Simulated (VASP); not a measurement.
Ti, 3 atoms in the cell. Symmetry: P6/mmm, No. 191, hexagonal system. The conventional cell has a = 4.380 Å, b = 4.380 Å, c = 3.067 Å, α = 90.00°, β = 90.00°, γ = 120.00°. Ti (site symmetry 6/mmm) has 14 Ti at 2.96 to 3.07 Å within 3.9 Å. Within 3.3 Å of Ti (site symmetry -6m2) lie 11 Ti at 2.53 to 3.07 Å. 

| Property | Result |
| --- | --- |
| Program | VASP 6.6.1 |
| Task | single point |
| Functional | PBEsol |
| Potentials or basis | VASP PAW PBE potentials, release 64 (Ti_sv) |
| Cutoff | 520 eV |
| k mesh | 12 × 12 × 14 |
| Occupations | gaussian, width 0.15 eV |
| Spin | no spin polarisation |
| Dipole correction | no |
| Further INCAR settings | ALGO = Fast; EDIFF = 1e-06; NBANDS = 25 |

Potentials or basis: VASP PAW PBE potentials, release 64 (Ti_sv).

Launch:

```bash
$ cat potpaw_PBE.64/Ti_sv/POTCAR > POTCAR
$ mpirun -np 1 vasp_std > vasp.out
```

Hardware: 1 thread of Intel(R) Xeon(R) Platinum 8488C (Sapphire Rapids) (shared host).

How long does it take, and how much memory?

It took 8.9 min on 1 thread of Intel(R) Xeon(R) Platinum 8488C (Sapphire Rapids), with other jobs on the host, peak memory 0.28 GiB. Counts: scf iterations 52, k points 152.
